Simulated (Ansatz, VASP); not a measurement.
One calculation of SnO2, two programs

```xyz
6
Lattice="-1.9995 1.7996 5.1021 1.9995 -1.7996 5.1021 1.9995 1.7996 -5.1021" Properties=species:S:1:pos:R:3 pbc="T T T"
Sn    0.0000    1.7996    2.5510
Sn    0.0000    0.0000    0.0000
O     0.0000    0.0000    8.1263
O     0.0000    1.7996    4.6290
O     0.0000    0.0000    2.0779
O     0.0000    1.7996    0.4731
```

Change from the starting cell: strain -0.1000 x Voigt [0, 1, 0, 0, 0, 0], atoms carried along.

Alike in both runs: task single point; functional r2SCAN; k mesh 10 × 10 × 10; occupations gaussian, width 0.05 eV; no spin polarisation.

```csv
,VASP,Ansatz
version,VASP 6.6.1,Ansatz 0.2.0
potentials or method,"VASP PAW PBE potentials, release 64 (Sn_d, O), cutoff 520 eV","scalar-relativistic, plane waves, PAW"
valence electrons in the cell,52,52
```

|  | VASP | Ansatz | Ansatz less VASP |
| --- | --- | --- | --- |
| gap on the k mesh at the Fermi level (eV) | 3.34 | 3.31 | -0.039 |
| least direct gap on the mesh (eV) | 3.42 | 3.38 | -0.039 |
| pressure (GPa) | 30.4 | 28.8 | -1.51 |
| traceless stress, the component that is largest in VASP (GPa) | 36.09 | 35.69 | -0.404 |
| rms of the force components (eV/Å) | 1.124 | 1.118 | -0.0068 |

VASP's potentials were made for PBE, not for r2SCAN. Atom by atom the forces differ by 0.017 eV/Å (rms over components). Both programs put the cell under a high pressure, so it lies far from rest at this level.
